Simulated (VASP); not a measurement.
# LiTc12 (a cell with a defect) in VASP: single point with PBE+D3(BJ)

Aim: the single point of LiTc12 (a cell with a defect) with PBE+D3(BJ).

Program: VASP 6.6.1. These are calculated values, not measurements. Logs are shortened: lines on timing, memory, paths and dates and some standing lists are left out, and cuts for length are marked.

## 1. The cell of the first run

The cell holds a defect, 13 atoms: a = 5.480 Å, b = 8.220 Å, c = 4.395 Å, α = 90.00°, β = 90.00°, γ = 120.00°.

## 2. Single point, PBE+D3(BJ)

Contents of INCAR:

```
SYSTEM = LiTc12
ALGO     = Normal         ! electronic algorithm
EDIFF    = 1E-6           ! SCF threshold, eV
ENCUT    = 650            ! plane-wave cutoff, eV
GGA      = PE             ! functional
GGA_COMPAT= .False.      
ISIF     = 2              ! what is computed and relaxed
ISMEAR   = -1             ! smearing method
IVDW     = 12             ! dispersion correction
LASPH    = .True.         ! aspherical terms in the spheres
LCHARG   = .True.         ! write CHGCAR
LELF     = .True.         ! ELF
LREAL    = .False.        ! projectors in reciprocal space
LVHAR    = .True.       
LWAVE    = .False.        ! write WAVECAR
NBANDS   = 92             ! bands
NELM     = 120            ! most SCF steps
PREC     = Accurate       ! precision mode
SIGMA    = 0.1            ! smearing width, eV
```

Contents of KPOINTS:

```
k-points
0
Gamma
  4 3 4
  0 0 0
```

Contents of POSCAR:

```
LiTc12
1.0
    5.4800000000      0.0000000000      0.0000000000
   -4.1100000000      7.1187290000      0.0000000000
    0.0000000000      0.0000000000      4.3949600000
Tc Li
12 1
Direct
    0.0049604026      0.0105124103      0.0028801172
    0.1542500114      0.2191187500      0.5194418152
    0.0183899185      0.3402464120      0.0127150190
    0.1912143873      0.5726162634      0.5056774123
    0.0039366089      0.6586609773      0.0193237254
    0.0463240176      0.8305069627      0.5394938748
    0.5031571288      0.0026143712     -0.0484534558
    0.7470412430      0.2779143580      0.5175171105
    0.5070180346      0.3341753844     -0.0001606385
    0.6289047752      0.5413820360      0.4867297996
    0.5089841119      0.6772055798     -0.0095643646
    0.6480100444      0.9100503756      0.4774883048
    0.3734562959      0.0694497571      0.3897339225
```

Potentials or basis: VASP PAW PBE potentials, release 64 (Tc_pv, Li_sv).

The run is started by

```sh
cat potpaw_PBE.64/Tc_pv/POTCAR potpaw_PBE.64/Li_sv/POTCAR > POTCAR
mpirun -np 1 vasp_std > vasp.out
```

OUTCAR:

```text
SYSTEM = LiTc12
   EDIFF = 1E-6
   ENCUT = 650
   GGA = PE
   ISIF = 2
   ISMEAR = -1
   IVDW = 12
   LASPH = .True.
   LREAL = .False.
   NELM = 120
   PREC = Accurate
 IVDW          = 12

 ion  position               nearest neighbor table
   1  0.005  0.011  0.003-  13 2.49   2 2.59   6 2.59   3 2.67  12 2.69   9 2.71   2 2.71   7 2.73
                            11 2.73   7 2.77   6 2.85  12 2.87   5 2.89
   2  0.154  0.219  0.519-  13 2.18   8 2.51   1 2.59  10 2.63   3 2.64  12 2.67   3 2.69   9 2.69
                             1 2.71   4 2.81   9 2.83   6 2.94   8 3.04
   3  0.018  0.340  0.013-   8 2.54   8 2.58   2 2.64   5 2.66   1 2.67   2 2.69   9 2.70   4 2.73
                            11 2.73   4 2.78   9 2.78   7 2.81
   4  0.191  0.573  0.506-   8 2.43  10 2.54  11 2.61   6 2.61   5 2.62  12 2.65   5 2.72  11 2.72
                             3 2.73   3 2.78   2 2.81  10 2.96
   5  0.004  0.659  0.019-   6 2.48   4 2.62   6 2.64   3 2.66   9 2.70  11 2.70   4 2.72  10 2.72
                            11 2.79   7 2.80   1 2.89  10 2.94
   6  0.046  0.831  0.539-  13 2.00  10 2.34   5 2.48  12 2.59   1 2.59   4 2.61   5 2.64   7 2.83
                             1 2.85   2 2.94  12 3.04  11 3.24   7 3.38
   7  0.503  0.003  0.952-  13 2.22  12 2.48  12 2.68  11 2.70  13 2.70   9 2.72   1 2.73   8 2.74
                             1 2.77   5 2.80   3 2.81   6 2.83   8 3.17   6 3.38
   8  0.747  0.278  0.518-  13 1.98   4 2.43   2 2.51   3 2.54  10 2.56   3 2.58   9 2.65   7 2.74
                             9 2.78  12 2.80   2 3.04   7 3.17
   9  0.507  0.334  1.000-  13 2.57  10 2.61   8 2.65   2 2.69   5 2.70  10 2.70   3 2.70   1 2.71
                             7 2.72   3 2.78   8 2.78  11 2.81   2 2.83
  10  0.629  0.541  0.487-   6 2.34   4 2.54   8 2.56   9 2.61   2 2.63  11 2.68   9 2.70  11 2.70
                             5 2.72   5 2.94   4 2.96  12 2.98
  11  0.509  0.677  0.990-   4 2.61  10 2.68   7 2.70   5 2.70  10 2.70  12 2.71   4 2.72   1 2.73
                             3 2.73   5 2.79  12 2.80   9 2.81   6 3.24
  12  0.648  0.910  0.477-  13 2.47   7 2.48   6 2.59   4 2.65   2 2.67   7 2.68   1 2.69  11 2.71
                             8 2.80  11 2.80   1 2.87  10 2.98   6 3.04
  13  0.373  0.069  0.390-   8 1.98   6 2.00   2 2.18   7 2.22  12 2.47   1 2.49   9 2.57   7 2.70

  LATTYP: Found a simple monoclinic cell.
 ALAT       =     5.4800000000
 B/A-ratio  =     0.8020000000
 C/A-ratio  =     1.3228756879
 COS(beta)  =    -0.1889822319

  Lattice vectors:

 A1 = (   5.4800000000,   0.0000000000,   0.0000000000)
 A2 = (   0.0000000000,   0.0000000000,   4.3949600000)
 A3 = (  -1.3700000000,  -7.1187290000,   0.0000000000)

Analysis of symmetry for initial positions (statically):
=====================================================================
 Subroutine PRICEL returns:
 Original cell was already a primitive cell.

 Routine SETGRP: Setting up the symmetry group for a
 simple monoclinic supercell.

 Subroutine GETGRP returns: Found  1 space group operations
 (whereof  1 operations were pure point group operations)
 out of a pool of  4 trial point group operations.

The static configuration has the point symmetry C_1 .

Analysis of symmetry for dynamics (positions and initial velocities):
=====================================================================
 Subroutine PRICEL returns:
 Original cell was already a primitive cell.

 Routine SETGRP: Setting up the symmetry group for a
 simple monoclinic supercell.

 Subroutine GETGRP returns: Found  1 space group operations
 (whereof  1 operations were pure point group operations)
 out of a pool of  4 trial point group operations.

The dynamic configuration has the point symmetry C_1 .

 Subroutine INISYM returns: Found  1 space group operations
 (whereof  1 operations are pure point group operations),
 and found     1 'primitive' translations

----------------------------------------------------------------------------------------

                                     Primitive cell

  volume of cell :     171.4502

  direct lattice vectors                    reciprocal lattice vectors
     5.480000000  0.000000000  0.000000000     0.182481752  0.105355886  0.000000000
    -4.110000000  7.118729000  0.000000000     0.000000000  0.140474514  0.000000000
     0.000000000  0.000000000  4.394960000     0.000000000  0.000000000  0.227533356

  length of vectors
     5.480000000  8.220000157  4.394960000     0.210711776  0.140474514  0.227533356

  position of ions in fractional coordinates (direct lattice)
     0.004960403  0.010512410  0.002880117
     0.154250011  0.219118750  0.519441815
     0.018389918  0.340246412  0.012715019
     0.191214387  0.572616263  0.505677412
     0.003936609  0.658660977  0.019323725
     0.046324018  0.830506963  0.539493875
     0.503157129  0.002614371  0.951546544
     0.747041243  0.277914358  0.517517111
     0.507018035  0.334175384  0.999839362
     0.628904775  0.541382036  0.486729800
     0.508984112  0.677205580  0.990435635
     0.648010044  0.910050376  0.477488305
     0.373456296  0.069449757  0.389733922

  ion indices of the primitive-cell ions
   primitive index   ion index
                 1           1
                 2           2
                 3           3
                 4           4
                 5           5
                 6           6
                 7           7
                 8           8
                 9           9
                10          10
                11          11
                12          12
                13          13

----------------------------------------------------------------------------------------

 KPOINTS: k-points

Automatic generation of k-mesh.
 Grid dimensions read from file:
 generate k-points for:    4    3    4

 Generating k-lattice:

  Cartesian coordinates                     Fractional coordinates (reciprocal lattice)
     0.045620438  0.026338971  0.000000000     0.250000000  0.000000000  0.000000000
     0.000000000  0.046824838  0.000000000     0.000000000  0.333333333  0.000000000
     0.000000000  0.000000000  0.056883339     0.000000000  0.000000000  0.250000000

  Length of vectors
     0.052677944  0.046824838  0.056883339

  Shift w.r.t. Gamma in fractional coordinates (k-lattice)
     0.000000000  0.000000000  0.000000000

 Subroutine IBZKPT returns following result:
 ===========================================

 Found     26 irreducible k-points:

 Following reciprocal coordinates:
            Coordinates               Weight
  0.000000  0.000000  0.000000      1.000000
  0.250000  0.000000  0.000000      2.000000
  0.500000  0.000000  0.000000      1.000000
  0.000000  0.333333  0.000000      2.000000
  0.250000  0.333333  0.000000      2.000000
  0.500000  0.333333  0.000000      2.000000
[... 16 lines left out ...]
  0.000000  0.333333  0.500000      2.000000
  0.250000  0.333333  0.500000      2.000000
 [... further k-points ...]
   k-points           NKPTS =     26   k-points in BZ     NKDIM =     26   number of bands    NBANDS=     92
   number of dos      NEDOS =    301   number of ions     NIONS =     13
   total plane-waves  NPLWV = 134400
   dimension x,y,z NGX =    48 NGY =   70 NGZ =   40
   dimension x,y,z NGXF=    96 NGYF=  140 NGZF=   80
   ions per type =              12   1
   NGX,Y,Z   is equivalent  to a cutoff of  14.56, 14.16, 15.13 a.u.
   NGXF,Y,Z  is equivalent  to a cutoff of  29.12, 28.31, 30.26 a.u.
 SYSTEM =  LiTc12
   PREC   = accura    normal or accurate (medium, high low for compatibility)
   ISTART =      0    job   : 0-new  1-cont  2-samecut
   ICHARG =      2    charge: 1-file 2-atom 10-const
   ISPIN  =      1    spin polarized calculation?
   LNONCOLLINEAR =      F non collinear calculations
   LSORBIT =      F    spin-orbit coupling
   LASPH  =      T    aspherical Exc in radial PAW
   ENCUT  =  650.0 eV  47.77 Ry    6.91 a.u.  11.39 17.09  9.14*2*pi/ulx,y,z
   NELM   =    120;   NELMIN=  2; NELMDL= -5     # of ELM steps
   EDIFF  = 0.1E-05   stopping-criterion for ELM
   LREAL  =      F    real-space projection
[... 7 lines left out ...]
   TEBEG  =    0.0;   TEEND  =   0.0 temperature during run
   PSTRESS=    0.0 pullay stress
   NELECT =     159.0000    total number of electrons
   NUPDOWN=      -1.0000    fix difference up-down
   EMIN   =  10.00;   EMAX   =-10.00  energy-range for DOS
   EFERMI =   0.00;   METHOD = LEGACY
   ISMEAR =    -1;   SIGMA  =   0.10  broadening in eV -4-tet -1-fermi 0-gaus
   EFERMI_NEDOS =   21; number of points for ismear=-14 and -15
   IALGO  =     38    algorithm
   IMIX   =      4    mixing-type and parameters
     AMIX     =   0.40;   BMIX     =  1.00
     AMIX_MAG =   1.60;   BMIX_MAG =  1.00
  volume/ion in A,a.u.               =      13.19        89.00
  Fermi-wavevector in a.u.,A,eV,Ry     =   1.596472  3.016894 34.677466  2.548722
  Thomas-Fermi vector in A             =   2.694229
   LORBIT       =      0    0 simple, 1 ext, 2 COOP (PROOUT), +10 PAW based schemes
   GGA     = PE    functional components
   LHFCALC =     F    Hartree Fock is set to
   AEXX    =    0.0000 exact exchange contribution
   IVDW    =    12    specifies the selected vdW correction
   LEPSILON=     F    determine dielectric tensor
   LRPA    =     F    only Hartree local field effects (RPA)
 non-spin polarized calculation
  energy-cutoff  :      650.00
  volume of cell :      171.45
 maximum number of plane-waves:      6470
 NGX is ok and might be reduce to    48
   NGX = 23   NGY = 35   NGZ = 19

 number of electron     158.9999998 magnetization

 Free energy of the ion-electron system (eV)
  ---------------------------------------------------
  ext. energy  EPLUGINS =         0.00000000
  ---------------------------------------------------
  free energy    TOTEN  =      -121.41668877 eV

  energy without entropy =     -121.01926960  energy(sigma->0) =     -121.21797919

 E-fermi :  13.2382     XC(G=0): -13.8853

 val. band max:       13.2348221191   @ k =  -0.2500   0.3333   0.0000
 cond. band min:      13.2439164330   @ k =  -0.2500   0.3333   0.2500
 fundamental gap:      0.0090943138
 Fermi energy:        13.2381886584

 k-point     1 :       0.0000    0.0000    0.0000
  band No.  band energies     occupation
      1     -32.4488      2.00000
      2     -26.6421      2.00000
      3     -26.5385      2.00000
      4     -26.4118      2.00000
      5     -26.3545      2.00000
      6     -26.2454      2.00000
[... 83 lines left out ...]
     90      15.0089      0.00000
     91      15.3527      0.00000

 k-point     2 :       0.2500    0.0000    0.0000
  band No.  band energies     occupation
      1     -32.4481      2.00000
      2     -26.6276      2.00000
      3     -26.4921      2.00000
      4     -26.3986      2.00000
      5     -26.2890      2.00000
      6     -26.2304      2.00000
[... 2057 lines left out ...]
     90      15.0247      0.00000
     91      15.1998      0.00000

 k-point    24 :       0.2500    0.3333    0.5000
  band No.  band energies     occupation
      1     -32.4507      2.00000
      2     -26.7189      2.00000
      3     -26.5294      2.00000
      4     -26.4547      2.00000
      5     -26.3654      2.00000
      6     -26.2689      2.00000
[... 83 lines left out ...]
     90      15.1656      0.00000
     91      15.2434      0.00000

 [... further k-points ...]

 [bands above 91 left out]

------------------------ aborting loop because EDIFF is reached ----------------------------------------

 Edisp (eV)   -8.40735

 E8    (eV) :    -3.8901

  FORCE on cell =-STRESS in cart. coord.  units (eV):
  Direction    XX          YY          ZZ          XY          YZ          ZX
  --------------------------------------------------------------------------------------
  -------------------------------------------------------------------------------------
  Total      16.96315    21.81061     9.30575     3.47623     1.81956    -1.76532
  in kB     158.51821   203.81701    86.96088    32.48490    17.00355   -16.49667
  external pressure =      149.77 kB  Pullay stress =        0.00 kB

 VOLUME and BASIS-vectors are now :
 -----------------------------------------------------------------------------
  energy-cutoff  :      650.00
  volume of cell :      171.45
      direct lattice vectors                 reciprocal lattice vectors
     5.480000000  0.000000000  0.000000000     0.182481752  0.105355886  0.000000000
    -4.110000000  7.118729000  0.000000000     0.000000000  0.140474514  0.000000000
     0.000000000  0.000000000  4.394960000     0.000000000  0.000000000  0.227533356

 POSITION                                       TOTAL-FORCE (eV/Angst)
 -----------------------------------------------------------------------------------
     -0.01602      0.07484      0.01266        -0.096434      0.007714      0.048747
     -0.05529      1.55985      2.28293         0.031012      0.012567      0.197718
     -1.29764      2.42212      0.05588        -0.017532      0.007832      0.132116
     -1.30560      4.07630      2.22243        -0.036073     -0.026132      0.091777
     -2.68552      4.68883      0.08493         0.016540      0.031506      0.171662
     -3.15953      5.91215      2.37105         0.018907      0.007187      0.359951
      2.74656      0.01861      4.18201         0.046696     -0.002987     -0.308550
      2.95156      1.97840      2.27447         0.022586     -0.041207      0.180480
      1.40500      2.37890      4.39425         0.010191      0.057697      0.039335
      1.22132      3.85395      2.13916         0.008864      0.030418     -0.050669
      0.00592      4.82084      4.35293        -0.014701     -0.022013     -0.020166
     -0.18921      6.47840      2.09854         0.031942     -0.045165     -0.103487
      1.76110      0.49439      1.71287        -0.021997     -0.017418     -0.738914
 -----------------------------------------------------------------------------------
    total drift:                                0.000097      0.000167      0.000006

  FREE ENERGIE OF THE ION-ELECTRON SYSTEM (eV)
  ---------------------------------------------------
  free  energy   TOTEN  =      -129.8240421949 eV

  energy  without entropy=     -129.4266230260  energy(sigma->0) =     -129.62533261
```

Wall time 19 min (1 thread of Intel Xeon 8259CL, shared host); peak memory 0.59 GiB.

Results:

```
Free energy                : -129.8240 eV
Pressure                   : 15.0 GPa
Largest force              : 0.739 eV/Å
Band gap on the k mesh     : zero (an odd number of electrons rules out a gap without spin polarisation)
Dispersion energy per atom : -0.647 eV
```

Forces on the atoms (eV/Å):
```
Tc  -0.096  0.008  0.049
Tc   0.031  0.013  0.198
Tc  -0.018  0.008  0.132
Tc  -0.036 -0.026  0.092
Tc   0.017  0.032  0.172
Tc   0.019  0.007  0.360
Tc   0.047 -0.003 -0.309
Tc   0.023 -0.041  0.180
Tc   0.010  0.058  0.039
Tc   0.009  0.030 -0.051
Tc  -0.015 -0.022 -0.020
Tc   0.032 -0.045 -0.103
Li  -0.022 -0.017 -0.739
```
